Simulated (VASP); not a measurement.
# Fe (Im-3m) in VASP: a series of runs, part 2 of 2

VASP 6.6.1.

## 4. Single point, PBEsol+D3(BJ), collinear spin, ferromagnetic start

This run uses another cell than the first one, of 11.78 Å³/atom, 1.043 times its volume.

INCAR reads:

```
PREC = Accurate
ENCUT = 520
EDIFF = 1E-6
ISMEAR = 1
SIGMA = 0.1
LREAL = False
LASPH = True
NELM = 150
ALGO = Normal
ISIF = 2
LWAVE = False
LCHARG = False
ISPIN = 2
MAGMOM = 3
LORBIT = 11
LMAXMIX = 4
GGA = PS
IVDW = 12
NBANDS = 14
```

KPOINTS reads:

```
regular mesh
0
Gamma
  13 13 13
```

POSCAR reads:

```
Fe
1.0
   -1.4333151444      1.4333151444      1.4333151444
    1.4333151444     -1.4333151444      1.4333151444
    1.4333151444      1.4333151444     -1.4333151444
Fe
1
Direct
    0.0000000000      0.0000000000      0.0000000000
```

Potentials or basis: VASP PAW PBE potentials, release 64 (Fe).

Run with:

```bash
$ cat potpaw_PBE.64/Fe/POTCAR > POTCAR
$ mpirun -np 1 vasp_std > vasp.out
```

OUTCAR:

```text
PREC = Accurate
   ENCUT = 520
   EDIFF = 1E-6
   ISMEAR = 1
   LREAL = False
   LASPH = True
   NELM = 150
   ISIF = 2
   ISPIN = 2
   LORBIT = 11
   GGA = PS
   IVDW = 12
 IVDW          = 12

 ion  position               nearest neighbor table
   1  0.000  0.000  0.000-

  LATTYP: Found a body centered cubic cell.
 ALAT       =     2.8666302888

  Lattice vectors:

 A1 = (  -1.4333151444,   1.4333151444,   1.4333151444)
 A2 = (   1.4333151444,  -1.4333151444,   1.4333151444)
 A3 = (   1.4333151444,   1.4333151444,  -1.4333151444)

Analysis of symmetry for initial positions (statically):
=====================================================================
 Subroutine PRICEL returns:
 Original cell was already a primitive cell.

 Routine SETGRP: Setting up the symmetry group for a
 body centered cubic supercell.

 Subroutine GETGRP returns: Found 48 space group operations
 (whereof 48 operations were pure point group operations)
 out of a pool of 48 trial point group operations.

The static configuration has the point symmetry O_h .

Analysis of symmetry for dynamics (positions and initial velocities):
=====================================================================
 Subroutine PRICEL returns:
 Original cell was already a primitive cell.

 Routine SETGRP: Setting up the symmetry group for a
 body centered cubic supercell.

 Subroutine GETGRP returns: Found 48 space group operations
 (whereof 48 operations were pure point group operations)
 out of a pool of 48 trial point group operations.

The dynamic configuration has the point symmetry O_h .

Analysis of structural, dynamic, and magnetic symmetry:
=====================================================================
 Subroutine PRICEL returns:
 Original cell was already a primitive cell.

 Routine SETGRP: Setting up the symmetry group for a
 body centered cubic supercell.

 Subroutine GETGRP returns: Found 48 space group operations
 (whereof 48 operations were pure point group operations)
 out of a pool of 48 trial point group operations.

The overall configuration has the point symmetry O_h .
[... 161 lines left out ...]
      6       4.2383      1.00000
      7      29.8908      0.00000
      8      29.8908      0.00000
      9      29.8908      0.00000
     10      34.7615      0.00000
     11      34.7615      0.00000
     12      36.8305      0.00000
     13      36.8305      0.00000
     14      36.8305      0.00000
[... 379 lines left out ...]
      3       2.6425      1.00000
      4       4.1887      1.00000
      5       4.3377      1.00000
      6       5.3768     -0.03284
      7      18.3047      0.00000
      8      22.3482      0.00000
      9      24.0612      0.00000
     10      31.5279      0.00000
     11      35.3694      0.00000
     12      37.6343      0.00000
     13      39.4915      0.00000
     14      42.7935      0.00000

 [... further k-points ...]

 spin component 2

 k-point     1 :       0.0000    0.0000    0.0000
  band No.  band energies     occupation
      1      -2.7632      1.00000
      2       5.0075      1.00077
      3       5.0076      1.00078
      4       5.0076      1.00078
      5       6.9070     -0.00000
      6       6.9071     -0.00000
      7      29.7581      0.00000
      8      29.7581      0.00000
      9      29.7581      0.00000
     10      35.0274      0.00000
     11      35.0274      0.00000
     12      37.5440      0.00000
     13      37.5440      0.00000
     14      37.5440      0.00000
[... 379 lines left out ...]
      3       4.2686      1.00000
      4       6.7320     -0.00000
      5       7.0266     -0.00000
      6       7.3900      0.00000
      7      19.1019      0.00000
      8      22.8055      0.00000
      9      24.7719      0.00000
     10      31.6628      0.00000
     11      35.9710      0.00000
     12      37.9430      0.00000
     13      39.8509      0.00000
     14      43.3235      0.00000

 [... further k-points ...]

------------------------ aborting loop because EDIFF is reached ----------------------------------------

 Edisp (eV)   -0.32005

 E8    (eV) :    -0.2145

  FORCE on cell =-STRESS in cart. coord.  units (eV):
  Direction    XX          YY          ZZ          XY          YZ          ZX
  --------------------------------------------------------------------------------------
  -------------------------------------------------------------------------------------
  Total      -1.47014    -1.47014    -1.47014     0.00000     0.00000     0.00000
  in kB    -199.97885  -199.97885  -199.97885     0.00000     0.00000     0.00000
  external pressure =     -199.98 kB  Pullay stress =        0.00 kB

 VOLUME and BASIS-vectors are now :
 -----------------------------------------------------------------------------
  energy-cutoff  :      520.00
  volume of cell :       11.78
      direct lattice vectors                 reciprocal lattice vectors
    -1.433315144  1.433315144  1.433315144     0.000000000  0.348841636  0.348841636
     1.433315144 -1.433315144  1.433315144     0.348841636  0.000000000  0.348841636
     1.433315144  1.433315144 -1.433315144     0.348841636  0.348841636  0.000000000

 POSITION                                       TOTAL-FORCE (eV/Angst)
 -----------------------------------------------------------------------------------
      0.00000      0.00000      0.00000        -0.000000      0.000000     -0.000000
 -----------------------------------------------------------------------------------
    total drift:                                0.000000     -0.000000      0.000000

  FREE ENERGIE OF THE ION-ELECTRON SYSTEM (eV)
  ---------------------------------------------------
  free  energy   TOTEN  =        -9.1836890602 eV

  energy  without entropy=       -9.1834371143  energy(sigma->0) =       -9.18360508

 total charge

# of ion       s       p       d       tot
------------------------------------------
    1        0.475   0.513   6.211   7.199

 magnetization (x)

# of ion       s       p       d       tot
------------------------------------------
    1       -0.014  -0.055   2.280   2.212
```

OSZICAR:

```text
N       E                     dE             d eps       ncg     rms          rms(c)
DAV:   1     0.218657093739E+02    0.21866E+02   -0.38325E+03  5070   0.689E+02
DAV:   2    -0.904662177942E+01   -0.30912E+02   -0.28341E+02  5172   0.129E+02
DAV:   3    -0.996052457084E+01   -0.91390E+00   -0.90986E+00  5672   0.232E+01
DAV:   4    -0.996350923060E+01   -0.29847E-02   -0.29844E-02  5442   0.119E+00
DAV:   5    -0.996352427153E+01   -0.15041E-04   -0.15042E-04  5772   0.871E-02    0.117E+01
DAV:   6    -0.896969803788E+01    0.99383E+00   -0.11854E+01  5820   0.395E+01    0.610E+00
DAV:   7    -0.887977120679E+01    0.89927E-01   -0.84215E-01  5742   0.100E+01    0.337E+00
DAV:   8    -0.887177078341E+01    0.80004E-02   -0.64918E-03  5518   0.459E-01    0.127E+00
DAV:   9    -0.886393607742E+01    0.78347E-02   -0.75669E-03  6284   0.404E-01    0.307E-01
DAV:  10    -0.886360557360E+01    0.33050E-03   -0.25230E-04  5766   0.215E-01    0.637E-02
DAV:  11    -0.886363985326E+01   -0.34280E-04   -0.10683E-04  5580   0.961E-02    0.405E-02
DAV:  12    -0.886364301540E+01   -0.31621E-05   -0.66351E-06  5388   0.202E-02    0.157E-02
DAV:  13    -0.886364449396E+01   -0.14786E-05   -0.21829E-06  2988   0.133E-02    0.119E-02
DAV:  14    -0.886364329698E+01    0.11970E-05   -0.68093E-07  2646   0.822E-03    0.279E-03
DAV:  15    -0.886364327808E+01    0.18898E-07   -0.27796E-08  2466   0.161E-03
   1 F= -.91836891E+01 E0= -.91836051E+01  d E =-.251946E-03  mag=     2.2132
```

Run time: 16 s. Hardware: 1 thread of AMD EPYC 9R45 (Zen 5), shared host; peak memory 0.11 GiB.

What came out:

```
Free energy                                           : -9.1837 eV
Pressure                                              : -20.0 GPa
Net moment                                            : 2.21 μB per cell
Site moments                                          : Fe +2.21 μB
Valence electrons inside the program's atomic spheres : Fe 7.20
Dispersion energy per atom                            : -0.320 eV
```

Levels at points of the mesh, in eV from the Fermi level:
Spin up:
| k point | band 2 | band 3 | band 4 | band 5 | band 6 | band 7 | band 8 | band 9 |
| --- | --- | --- | --- | --- | --- | --- | --- | --- |
| (0.00, 0.00, 0.00) | -2.21 | -2.21 | -2.21 | -1.03 | -1.03 | 24.62 | 24.62 | 24.62 |
Spin down:
| k point | band 1 | band 2 | band 3 | band 4 | band 5 | band 6 |
| --- | --- | --- | --- | --- | --- | --- |
| (0.00, 0.00, 0.00) | -8.03 | -0.26 | -0.26 | -0.26 | 1.64 | 1.64 |

Caveat: the PAW data sets were made with another functional, which shifts forces and pressure a little; pairwise dispersion overbinds metals, which lowers pressure and volume.

## 5. Single point, PBEsol+D3(BJ), collinear spin, ferromagnetic start

This run uses another cell than the first one, of 12.02 Å³/atom, 1.064 times its volume.

INCAR reads:

```
SYSTEM = Fe
ALGO     = Normal         ! electronic algorithm
EDIFF    = 1E-6           ! SCF threshold, eV
ENCUT    = 520            ! plane-wave cutoff, eV
GGA      = PS             ! functional
ISIF     = 2              ! what is computed and relaxed
ISMEAR   = 1              ! smearing method
ISPIN    = 2              ! spin polarisation
IVDW     = 12             ! dispersion correction
LASPH    = .TRUE.         ! aspherical terms in the spheres
LCHARG   = .FALSE.        ! write CHGCAR
LMAXMIX  = 4              ! l up to which the mixer works
LORBIT   = 11             ! projections on sites
LREAL    = .FALSE.        ! projectors in reciprocal space
LWAVE    = .FALSE.        ! write WAVECAR
MAGMOM   = 3              ! initial moments
NBANDS   = 14             ! bands
NELM     = 150            ! most SCF steps
PREC     = Accurate       ! precision mode
SIGMA    = 0.1            ! smearing width, eV
```

KPOINTS reads:

```
k-points
0
G
  13 13 13
  0 0 0
```

POSCAR reads:

```
Fe
1.0
   -1.4430000000      1.4430000000      1.4430000000
    1.4430000000     -1.4430000000      1.4430000000
    1.4430000000      1.4430000000     -1.4430000000
Fe
1
Direct
    0.0000000000      0.0000000000      0.0000000000
```

Potentials or basis: VASP PAW PBE potentials, release 64 (Fe).

Run with:

```bash
$ cat potpaw_PBE.64/Fe/POTCAR > POTCAR
$ mpirun -np 1 vasp_std > vasp.out
```

OUTCAR:

```text
SYSTEM = Fe
   EDIFF = 1E-6
   ENCUT = 520
   GGA = PS
   ISIF = 2
   ISMEAR = 1
   ISPIN = 2
   IVDW = 12
   LASPH = .TRUE.
   LORBIT = 11
   LREAL = .FALSE.
   NELM = 150
   PREC = Accurate
 IVDW          = 12

 ion  position               nearest neighbor table
   1  0.000  0.000  0.000-

  LATTYP: Found a body centered cubic cell.
 ALAT       =     2.8860000000

  Lattice vectors:

 A1 = (  -1.4430000000,   1.4430000000,   1.4430000000)
 A2 = (   1.4430000000,  -1.4430000000,   1.4430000000)
 A3 = (   1.4430000000,   1.4430000000,  -1.4430000000)

Analysis of symmetry for initial positions (statically):
=====================================================================
 Subroutine PRICEL returns:
 Original cell was already a primitive cell.

 Routine SETGRP: Setting up the symmetry group for a
 body centered cubic supercell.

 Subroutine GETGRP returns: Found 48 space group operations
 (whereof 48 operations were pure point group operations)
 out of a pool of 48 trial point group operations.

The static configuration has the point symmetry O_h .

Analysis of symmetry for dynamics (positions and initial velocities):
=====================================================================
 Subroutine PRICEL returns:
 Original cell was already a primitive cell.

 Routine SETGRP: Setting up the symmetry group for a
 body centered cubic supercell.

 Subroutine GETGRP returns: Found 48 space group operations
 (whereof 48 operations were pure point group operations)
 out of a pool of 48 trial point group operations.

The dynamic configuration has the point symmetry O_h .

Analysis of structural, dynamic, and magnetic symmetry:
=====================================================================
 Subroutine PRICEL returns:
 Original cell was already a primitive cell.

 Routine SETGRP: Setting up the symmetry group for a
 body centered cubic supercell.

 Subroutine GETGRP returns: Found 48 space group operations
 (whereof 48 operations were pure point group operations)
[... 162 lines left out ...]
      4       2.8678      1.00000
      5       4.0333      1.00000
      6       4.0333      1.00000
      7      29.4941      0.00000
      8      29.4941      0.00000
      9      29.4941      0.00000
     10      34.2457      0.00000
     11      34.2457      0.00000
     12      36.1957      0.00000
     13      36.1957      0.00000
     14      36.1960      0.00000
[... 379 lines left out ...]
      3       2.4792      1.00000
      4       3.9808      1.00000
      5       4.1279      1.00000
      6       5.1282      0.06649
      7      17.8999      0.00000
      8      21.9456      0.00000
      9      23.5418      0.00000
     10      31.0625      0.00000
     11      34.7560      0.00000
     12      37.0503      0.00000
     13      38.8793      0.00000
     14      42.1184      0.00000

 [... further k-points ...]

 spin component 2

 k-point     1 :       0.0000    0.0000    0.0000
  band No.  band energies     occupation
      1      -2.8406      1.00000
      2       4.9188      1.02929
      3       4.9189      1.02931
      4       4.9189      1.02931
      5       6.7559     -0.00000
      6       6.7560     -0.00000
      7      29.3563      0.00000
      8      29.3563      0.00000
      9      29.3563      0.00000
     10      34.5002      0.00000
     11      34.5002      0.00000
     12      36.9434      0.00000
     13      36.9434      0.00000
     14      36.9434      0.00000
[... 379 lines left out ...]
      3       4.1807      1.00000
      4       6.5884     -0.00000
      5       6.8728     -0.00000
      6       7.2377      0.00000
      7      18.7202      0.00000
      8      22.4140      0.00000
      9      24.2764      0.00000
     10      31.2044      0.00000
     11      35.3744      0.00000
     12      37.3675      0.00000
     13      39.2471      0.00000
     14      42.6594      0.00000

 [... further k-points ...]

------------------------ aborting loop because EDIFF is reached ----------------------------------------

 Edisp (eV)   -0.31362

 E8    (eV) :    -0.2102

  FORCE on cell =-STRESS in cart. coord.  units (eV):
  Direction    XX          YY          ZZ          XY          YZ          ZX
  --------------------------------------------------------------------------------------
  -------------------------------------------------------------------------------------
  Total      -1.61186    -1.61186    -1.61186     0.00000     0.00000     0.00000
  in kB    -214.87091  -214.87091  -214.87091     0.00000     0.00000     0.00000
  external pressure =     -214.87 kB  Pullay stress =        0.00 kB

 VOLUME and BASIS-vectors are now :
 -----------------------------------------------------------------------------
  energy-cutoff  :      520.00
  volume of cell :       12.02
      direct lattice vectors                 reciprocal lattice vectors
    -1.443000000  1.443000000  1.443000000     0.000000000  0.346500347  0.346500347
     1.443000000 -1.443000000  1.443000000     0.346500347  0.000000000  0.346500347
     1.443000000  1.443000000 -1.443000000     0.346500347  0.346500347  0.000000000

 POSITION                                       TOTAL-FORCE (eV/Angst)
 -----------------------------------------------------------------------------------
      0.00000      0.00000      0.00000         0.000000      0.000000     -0.000000
 -----------------------------------------------------------------------------------
    total drift:                                0.000000     -0.000000      0.000000

  FREE ENERGIE OF THE ION-ELECTRON SYSTEM (eV)
  ---------------------------------------------------
  free  energy   TOTEN  =        -9.1525512831 eV

  energy  without entropy=       -9.1525967307  energy(sigma->0) =       -9.15256643

 total charge

# of ion       s       p       d       tot
------------------------------------------
    1        0.467   0.496   6.197   7.160

 magnetization (x)

# of ion       s       p       d       tot
------------------------------------------
    1       -0.014  -0.055   2.366   2.298
```

OSZICAR:

```text
N       E                     dE             d eps       ncg     rms          rms(c)
DAV:   1     0.208149456898E+02    0.20815E+02   -0.38248E+03  5140   0.677E+02
DAV:   2    -0.905305407839E+01   -0.29868E+02   -0.27285E+02  5142   0.126E+02
DAV:   3    -0.994491574248E+01   -0.89186E+00   -0.88584E+00  5686   0.230E+01
DAV:   4    -0.994791454438E+01   -0.29988E-02   -0.29986E-02  5436   0.120E+00
DAV:   5    -0.994792899905E+01   -0.14455E-04   -0.14455E-04  5772   0.875E-02    0.115E+01
DAV:   6    -0.895867434987E+01    0.98925E+00   -0.12314E+01  5808   0.399E+01    0.640E+00
DAV:   7    -0.885392692021E+01    0.10475E+00   -0.97350E-01  5772   0.107E+01    0.343E+00
DAV:   8    -0.884640595010E+01    0.75210E-02   -0.87827E-03  5552   0.515E-01    0.130E+00
DAV:   9    -0.883924016828E+01    0.71658E-02   -0.10999E-02  6280   0.523E-01    0.383E-01
DAV:  10    -0.883889564746E+01    0.34452E-03   -0.47892E-04  5838   0.295E-01    0.116E-01
DAV:  11    -0.883893628709E+01   -0.40640E-04   -0.15724E-04  6074   0.128E-01    0.432E-02
DAV:  12    -0.883893587916E+01    0.40793E-06   -0.11268E-05  5136   0.339E-02    0.126E-02
DAV:  13    -0.883893579460E+01    0.84561E-07   -0.11148E-06  3618   0.915E-03
   1 F= -.91525513E+01 E0= -.91525664E+01  d E =0.454476E-04  mag=     2.2961
```

stdout:

```text
POSCAR found type information on POSCAR Fe
 POSCAR found :  1 types and       1 ions
 scaLAPACK will be used
 -----------------------------------------------------------------------------
|                                                                             |
|                                                                             |
|     You enforced a specific xc type in the INCAR file but a different       |
|     I HOPE YOU KNOW WHAT YOU ARE DOING!                                     |
|                                                                             |
 -----------------------------------------------------------------------------

 LDA part: xc-table for (Slater+PW92), standard interpolation
 POSCAR, INCAR and KPOINTS ok, starting setup
 FFT: planning ... GRIDC
 FFT: planning ... GRID_SOFT
 FFT: planning ... GRID
 WAVECAR not read
 entering main loop
```

Run time: 17 s. Hardware: 1 thread of AMD EPYC 9R45 (Zen 5), shared host; peak memory 0.12 GiB.

Results:

```yaml
Free_energy: -9.1526 eV
Pressure: -21.5 GPa
Net_moment: 2.30 μB per cell
Site_moments: Fe +2.30 μB
Valence_electrons_inside_the_program's_atomic_spheres: Fe 7.16
Dispersion_energy_per_atom: -0.314 eV
```

Levels at points of the mesh, in eV from the Fermi level:
Spin up:
| k point | band 2 | band 3 | band 4 | band 5 | band 6 | band 7 | band 8 | band 9 |
| --- | --- | --- | --- | --- | --- | --- | --- | --- |
| (0.00, 0.00, 0.00) | -2.20 | -2.20 | -2.20 | -1.03 | -1.03 | 24.43 | 24.43 | 24.43 |
Spin down:
```tsv
k point	band 1	band 2	band 3	band 4	band 5	band 6	band 7
(0.00, 0.00, 0.00)	-7.91	-0.15	-0.15	-0.15	1.69	1.69	24.29
```

Caveat: the PAW data sets were made with another functional, which shifts forces and pressure a little; pairwise dispersion overbinds metals, which lowers pressure and volume.

## 6. Overview

```tsv
cell	gap on the mesh (eV)	pressure (GPa)	moment (μB)
a = 2.448 Å, angles 109.5°, 1 atom	none	-14.3	2.13
a = 2.466 Å, angles 109.5°, 1 atom	none	-17.7	2.16
a = 2.483 Å, angles 109.5°, 1 atom	none	-20.0	2.21
a = 2.499 Å, angles 109.5°, 1 atom	none	-21.5	2.30
```

Alike in all rows: task single point; level PBEsol+D3(BJ); potentials or basis VASP PAW PBE potentials, release 64 (Fe); spin collinear, ferromagnetic start; k mesh 13 × 13 × 13; cutoff (eV) 520; smearing methfessel-paxton 0.1 eV.

Caveats: the PAW data sets were made with another functional, which shifts forces and pressure a little; pairwise dispersion overbinds metals, which lowers pressure and volume.

Total energies depend on the potentials used, so only differences within one code and one set of settings carry meaning.
